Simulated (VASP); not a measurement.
Wanted: the native input for a VASP 6.6.1 run.

```
Task                   : single point
Functional             : PBEsol
Potentials or basis    : VASP PAW PBE potentials, release 64 (Si, C)
Cutoff                 : 520 eV
k mesh                 : 10 × 10 × 10
Occupations            : gaussian, width 0.05 eV
Spin                   : no spin polarisation
Dipole correction      : no
Further INCAR settings : ALGO = Normal; EDIFF = 1e-07; NBANDS = 11
```

The structure of SiC lies in POSCAR:

```
SiC
1.0
    0.0000000000      2.1783895848      2.1783895848
    2.1783895848      0.0000000000      2.1783895848
    2.1783895848      2.1783895848      0.0000000000
Si C
1 1
Direct
    0.0000000000      0.0117793259      0.0000000000
    0.7500000000      0.7224567174      0.7500000000
```

This cell differs from its parent crystal: mode 4 frozen in at -0.060 Å and mode 5 at -0.060 Å (largest displacements).

The input as run:

INCAR

```
PREC = Accurate
ENCUT = 520
EDIFF = 1E-7
ISMEAR = 0
SIGMA = 0.05
LREAL = False
LASPH = True
NELM = 80
ALGO = Normal
ISIF = 2
LWAVE = False
LCHARG = False
GGA = PS
NBANDS = 11
```

KPOINTS

```
regular mesh
0
Gamma
  10 10 10
```

Potentials or basis: VASP PAW PBE potentials, release 64 (Si, C).

The run is started by

```sh
$ cat potpaw_PBE.64/Si/POTCAR potpaw_PBE.64/C/POTCAR > POTCAR
$ mpirun -np 1 vasp_std > vasp.out
```

It gave:

```json
{"Pressure": "2.1 GPa", "Largest force": "2.409 eV/Å", "Band gap on the k mesh": "0.67 eV, indirect (least direct gap 4.20 eV)"}
```

Caveat: the cell differs from its parent crystal (mode 4 frozen in at -0.060 Å and mode 5 at -0.060 Å (largest displacements)); the PAW data sets were made with another functional, which shifts forces and pressure a little.

It took 81 s on 1 thread of AMD EPYC 7R43 64-Core Processor (Zen 3), with other jobs on the host, peak memory 0.14 GiB.
